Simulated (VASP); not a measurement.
Runs of VASP 6.6.1 on BeS. The structure is that of space group Fm-3m (No. 225), or close to it. The cells are those of the table. 

```tsv
task	cell	k mesh	cutoff (eV)	smearing	gap on the mesh (eV)	pressure (GPa)	relaxed volume (Å³/atom)
single point	a = 3.598 Å, angles 60.0°, 2 atoms	6 × 6 × 6	520	gaussian 0.1 eV	0.76	-17.6	-
single point	a = 3.273 Å, angles 60.0°, 2 atoms	10 × 10 × 10	520	gaussian 0.02 eV	1.03	-0.1	-
relaxation of cell and atoms	relaxed from a = 3.276 Å, angles 60.0°, 2 atoms	10 × 10 × 10	600	gaussian 0.02 eV	1.03	0.0	(a)
single point	a = 3.276 Å, angles 60.0°, 2 atoms	6 × 6 × 6	520	gaussian 0.1 eV	0.98	-0.1	-
relaxation of cell and atoms	relaxed from a = 3.598 Å, angles 60.0°, 2 atoms	6 × 6 × 6	600	gaussian 0.1 eV	0.98	0.0	12.43
```

Alike in all rows: level PBE; potentials or basis VASP PAW PBE potentials, release 64 (Be, S); no spin polarisation.

Task: Estimate the missing entries.

Result: (a) 12.39.

Caveats: the volume moved by over 15 % at a fixed basis, so the end points are rough (some runs).

A k mesh can miss the band edges.
